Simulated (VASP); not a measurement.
## Hg: single point with PBE

The system is Hg.

```xyz
2
Lattice="-2.7125 2.8883 1.5491 2.8883 -2.7125 1.5491 2.8713 2.8713 -1.2273" Properties=species:S:1:pos:R:3 pbc="T T T"
Hg    5.7231    0.1953    0.3219
Hg    0.1598    2.8872    0.9355
```

```yaml
Program: VASP 6.6.1
Task: single point
Functional: PBE
Potentials_or_basis: VASP PAW PBE potentials, release 64 (Hg)
Cutoff: 520 eV
k_mesh: 12 × 12 × 8
Occupations: fermi-dirac, width 0.1 eV
Spin: no spin polarisation
```

```
Pressure               : 3.6 GPa
Largest force          : 0.009 eV/Å
Band gap on the k mesh : zero (bands 12 and 13 overlap by 4.12 eV)
```

Forces on the atoms (eV/Å):
```
Hg  -0.006  0.006  0.000
Hg   0.006 -0.006  0.000
```

Stress tensor (GPa, compression positive):
```
 3.87  0.14 -0.01
 0.14  3.87 -0.01
-0.01 -0.01  3.08
```

Levels at points of the mesh, in eV from the Fermi level:
| k point | band 9 | band 10 | band 11 | band 12 | band 13 | band 14 | band 15 | band 16 |
| --- | --- | --- | --- | --- | --- | --- | --- | --- |
| (0.00, 0.00, 0.00) | -6.28 | -5.92 | -5.46 | 1.54 | 1.55 | 2.37 | 7.99 | 11.41 |
| (0.50, 0.00, 0.00) | -5.90 | -5.73 | -2.57 | -2.12 | 2.39 | 3.13 | 4.31 | 8.14 |
| (0.50, 0.50, 0.00) | -6.10 | -5.97 | -5.31 | -5.24 | 5.34 | 5.88 | 5.95 | 6.10 |
| (0.00, 0.00, 0.50) | -5.99 | -5.99 | -5.51 | -5.51 | 6.00 | 6.00 | 6.98 | 6.98 |
| (0.50, 0.00, 0.50) | -5.81 | -5.74 | -1.67 | -1.40 | 1.46 | 1.72 | 3.90 | 6.43 |
| (0.50, 0.50, 0.50) | -6.26 | -6.26 | -2.54 | -2.54 | -1.70 | -1.70 | 10.85 | 10.85 |

It took 3.5 min on 1 thread of Intel Xeon 8259CL, with other jobs on the host, peak memory 0.37 GiB.

Caveat: the cell stands under pressure; spin-orbit coupling is left out, which moves the levels of the heavy elements.
